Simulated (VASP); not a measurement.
# Si16Ge (a cell with a defect) in VASP: notebook, part 3 of 3

VASP 6.6.1. Earlier steps stand in the parts before.

**5. Single point, PBEsol**

Contents of INCAR:

```
ALGO = Normal
EDIFF = 1E-7
ENCUT = 520
GGA = PS
ISIF = 2
ISMEAR = 0
LASPH = T
LCHARG = F
LREAL = Auto
LWAVE = F
NBANDS = 53
NELM = 80
PREC = Accurate
SIGMA = 0.02
```

Contents of KPOINTS:

```
k-points
0
Gamma
  2 2 2
```

Contents of POSCAR:

```
Si16Ge
1.0
    0.0000000000      5.4300000000      5.4300000000
    5.4300000000      0.0000000000      5.4300000000
    5.4300000000      5.4300000000      0.0000000000
Si Ge
16 1
Direct
    0.0572518416     -0.0186457643     -0.0190155617
    0.1422569061      0.1237064457      0.1233337017
   -0.0058989871      0.0185525783      0.4939446593
    0.1420888582      0.1238597606      0.6112995396
   -0.0059012891      0.4943176796      0.0181777164
    0.1420824125      0.6116713628      0.1234906998
   -0.0059938306      0.4944822284      0.4941135359
    0.0502299263      0.6504273481      0.6500523941
    0.5143553407      0.0063479742      0.0059663904
    0.6827551565      0.1063144567      0.1059293738
    0.5142286372      0.0062466851      0.4743104052
    0.6195162063      0.1670324125      0.6069451197
    0.5142224678      0.4746953959      0.0058670350
    0.6195116022      0.6073257827      0.1666502762
    0.4287136280      0.5242996317      0.5239209945
    0.6194151934      0.6076297422      0.6072560773
    0.6198831492      0.7940551565      0.7936660221
```

Run with:

```console
cat potpaw_PBE.64/Si/POTCAR potpaw_PBE.64/Ge_d/POTCAR > POTCAR
mpirun -np 1 vasp_std > vasp.out
```

Wall time 3.7 min (1 thread of AMD EPYC 9R45 (Zen 5), shared host); peak memory 0.46 GiB.

Results (log left out):

* Free energy: -92.4703 eV
* Pressure: 3.4 GPa
* Largest force: 0.092 eV/Å
* Band gap on the k mesh: zero (band 39 reaches 6.64 eV, above the bottom of band 40 at 6.58 eV)

Forces in eV/Å, atoms in the order of the input:
```
Si   0.037 -0.034 -0.034
Si  -0.005  0.004  0.004
Si   0.000 -0.001 -0.021
Si  -0.004  0.007  0.003
Si   0.000 -0.021 -0.002
Si  -0.003  0.002  0.008
Si   0.022  0.000 -0.002
Si   0.002 -0.004 -0.005
Si  -0.058 -0.003 -0.002
Si   0.026 -0.028 -0.028
Si   0.000  0.057 -0.001
Si   0.017 -0.013  0.023
Si   0.001 -0.002  0.058
Si   0.017  0.023 -0.013
Si   0.029 -0.026 -0.025
Si  -0.025 -0.014 -0.014
Ge  -0.057  0.051  0.051
```

Stress tensor (GPa, compression positive):
```
 3.46  0.89  0.89
 0.89  3.43 -0.88
 0.89 -0.88  3.43
```

Levels at points of the mesh, in eV from the Fermi level:
```tsv
k point	band 35	band 36	band 37	band 38	band 39	band 40	band 41	band 42	band 43	band 44
(0.00, 0.00, 0.00)	-1.30	-1.01	-0.49	-0.47	-0.47	-0.05	-0.05	0.26	0.27	0.81
(0.50, 0.00, 0.00)	-1.21	-1.21	-1.11	-1.11	-0.22	0.44	0.44	1.20	1.25	1.25
(0.00, 0.50, 0.00)	-1.34	-1.31	-1.25	-0.81	-0.19	0.25	0.77	0.90	1.06	1.33
(0.00, 0.00, 0.50)	-1.34	-1.31	-1.25	-0.81	-0.19	0.25	0.77	0.90	1.06	1.33
(0.50, 0.50, 0.50)	-1.34	-1.31	-1.25	-0.81	-0.19	0.25	0.77	0.90	1.06	1.33
(0.50, 0.50, 0.00)	-1.88	-1.73	-1.60	-0.79	0.01	0.45	1.34	1.47	1.76	1.91
(0.00, 0.50, 0.50)	-1.88	-1.73	-1.60	-0.79	0.01	0.45	1.34	1.47	1.76	1.91
(0.50, 0.00, 0.50)	-1.88	-1.73	-1.60	-0.79	0.01	0.45	1.34	1.47	1.76	1.91
```

Caveat: the k points lie up to 0.50 Å⁻¹ apart; the PAW data sets were made with another functional, which shifts forces and pressure a little.

**6. Single point, PBEsol**

Contents of INCAR:

```
  ALGO = Normal
  EDIFF = 1E-6
  ENCUT = 520
  GGA = PS
  ISIF = 2
  ISMEAR = 0
  LASPH = True
  LCHARG = False
  LREAL = Auto
  LWAVE = False
  NBANDS = 53
  NELM = 100
  PREC = Accurate
  SIGMA = 0.02
```

KPOINTS is that of step 5.

Contents of POSCAR:

```
Si16Ge
1.0
    0.0000000000      5.4300000000      5.4300000000
    5.4300000000      0.0000000000      5.4300000000
    5.4300000000      5.4300000000      0.0000000000
Si Ge
16 1
Direct
    0.0337760589     -0.0109600368     -0.0114777164
    0.1330516575      0.1255956722      0.1250785451
   -0.0043643646      0.0126216390      0.4960107735
    0.1343736648      0.1252453039      0.6156338858
   -0.0043414365      0.4965392265      0.0120616943
    0.1343873849      0.6161450276      0.1247242173
   -0.0029293738      0.4969989871      0.4964792818
    0.0918951197      0.6373258748      0.6367639963
    0.5046704420      0.0073083794      0.0067860958
    0.6614779006      0.1134819521      0.1129458564
    0.5053528545      0.0071261510      0.4809928177
    0.6162224678      0.1520491713      0.6145232044
    0.5053580110      0.4815132597      0.0066023941
    0.6162266114      0.6150387661      0.1514982505
    0.4573615101      0.5153777164      0.5148206262
    0.6163638122      0.6173343462      0.6168501842
    0.6966415285      0.7689956722      0.7684391344
```

Potentials or basis: VASP PAW PBE potentials, release 64 (Si, Ge_d).

Run with:

```console
cat potpaw_PBE.64/Si/POTCAR potpaw_PBE.64/Ge_d/POTCAR > POTCAR
mpirun -np 1 vasp_std > vasp.out
```

OUTCAR:

```text
EDIFF = 1E-6
   ENCUT = 520
   GGA = PS
   ISIF = 2
   ISMEAR = 0
   LASPH = True
   LREAL = Auto
   NELM = 100
   PREC = Accurate

 ion  position               nearest neighbor table
   1  0.034  0.989  0.989-  10 2.33   2 2.34   4 2.34   6 2.34
   2  0.133  0.126  0.125-   3 2.33   5 2.33   9 2.33   1 2.34
   3  0.996  0.013  0.496-   2 2.33   4 2.33   8 2.36  12 2.38  17 2.95
   4  0.134  0.125  0.616-  11 2.33   3 2.33   7 2.33   1 2.34
   5  0.996  0.497  0.012-   2 2.33   6 2.33   8 2.36  14 2.38  17 2.95
   6  0.134  0.616  0.125-  13 2.33   5 2.33   7 2.33   1 2.34
   7  0.997  0.497  0.496-   4 2.33   6 2.33   8 2.36  16 2.39  17 2.96
[... 656 lines left out ...]
  in kB       41.4479507     44.1315344     44.1694641      2.3203321     -0.8907989      2.3066794
  external PRESSURE =      43.2496498 kB  Pullay stress =       0.0000000 kB

 VOLUME and BASIS-vectors are now :
 -----------------------------------------------------------------------------
  energy-cutoff  :      520.00
  volume of cell :      320.21
      direct lattice vectors                 reciprocal lattice vectors
     0.000000000  5.430000000  5.430000000    -0.092081031  0.092081031  0.092081031
     5.430000000  0.000000000  5.430000000     0.092081031 -0.092081031  0.092081031
     5.430000000  5.430000000  0.000000000     0.092081031  0.092081031 -0.092081031

 POSITION                                       TOTAL-FORCE (eV/Angst)
 -----------------------------------------------------------------------------------
     10.73816      5.55108      5.55389         0.064467     -0.068370     -0.070566
      1.36116      1.40165      1.40446         0.016639     -0.032463     -0.031549
      2.76187      8.09964      5.47484        -0.005311      0.007691     -0.024885
      4.02297      4.07254      1.40973         0.027212     -0.014556     -0.026710
      2.76170      5.47192      8.10263        -0.004175     -0.025782      0.008039
      4.02292      1.40698      4.07539         0.027261     -0.026713     -0.013303
[... 9 lines left out ...]
      6.70162      6.69635      6.69898         0.076259      0.016805      0.015237
      8.34827      7.95539      7.95841        -0.178559      0.179026      0.178863
 -----------------------------------------------------------------------------------
    total drift:                               -0.006789     -0.001097      0.001266

  FREE ENERGIE OF THE ION-ELECTRON SYSTEM (eV)
  ---------------------------------------------------
  free  energy   TOTEN  =       -92.6449433157 eV

  energy  without entropy=      -92.6429469277  energy(sigma->0) =      -92.64394512
```

Wall time 2.9 min (1 thread of AMD EPYC 9R45 (Zen 5), shared host); peak memory 0.46 GiB.

What came out:

* Free energy: -92.6449 eV
* Pressure: 4.3 GPa
* Largest force: 0.310 eV/Å
* Band gap on the k mesh: zero (band 39 reaches 6.84 eV, above the bottom of band 40 at 6.62 eV)

Forces on the atoms (eV/Å):
```
Si   0.064 -0.068 -0.071
Si   0.017 -0.032 -0.032
Si  -0.005  0.008 -0.025
Si   0.027 -0.015 -0.027
Si  -0.004 -0.026  0.008
Si   0.027 -0.027 -0.013
Si   0.026  0.008  0.009
Si  -0.092  0.096  0.097
Si   0.008 -0.034 -0.034
Si   0.059 -0.058 -0.058
Si   0.032 -0.009 -0.035
Si  -0.015  0.009 -0.076
Si   0.032 -0.035 -0.009
Si  -0.016 -0.076  0.008
Si  -0.058  0.063  0.063
Si   0.076  0.017  0.015
Ge  -0.179  0.179  0.179
```

Stress tensor (GPa, compression positive):
```
 4.14  0.23  0.23
 0.23  4.41 -0.09
 0.23 -0.09  4.42
```

Levels at points of the mesh, in eV from the Fermi level:
| k point | band 36 | band 37 | band 38 | band 39 | band 40 | band 41 | band 42 | band 43 |
| --- | --- | --- | --- | --- | --- | --- | --- | --- |
| (0.00, 0.00, 0.00) | -0.86 | -0.68 | -0.65 | -0.42 | -0.19 | -0.19 | -0.01 | 0.02 |
| (0.50, 0.00, 0.00) | -1.39 | -1.38 | -1.36 | -0.35 | 0.37 | 0.39 | 1.02 | 1.03 |
| (0.00, 0.50, 0.00) | -1.43 | -1.42 | -1.28 | -0.23 | 0.30 | 0.68 | 0.76 | 0.83 |
| (0.00, 0.00, 0.50) | -1.43 | -1.42 | -1.28 | -0.23 | 0.30 | 0.68 | 0.76 | 0.83 |
| (0.50, 0.50, 0.50) | -1.43 | -1.42 | -1.26 | -0.23 | 0.28 | 0.69 | 0.76 | 0.84 |
| (0.50, 0.50, 0.00) | -1.94 | -1.80 | -1.19 | 0.03 | 0.61 | 1.06 | 1.16 | 1.24 |
| (0.00, 0.50, 0.50) | -1.93 | -1.82 | -1.20 | 0.04 | 0.61 | 1.06 | 1.15 | 1.23 |
| (0.50, 0.00, 0.50) | -1.94 | -1.80 | -1.19 | 0.03 | 0.61 | 1.06 | 1.16 | 1.24 |

Caveat: the k points lie up to 0.50 Å⁻¹ apart; the PAW data sets were made with another functional, which shifts forces and pressure a little.
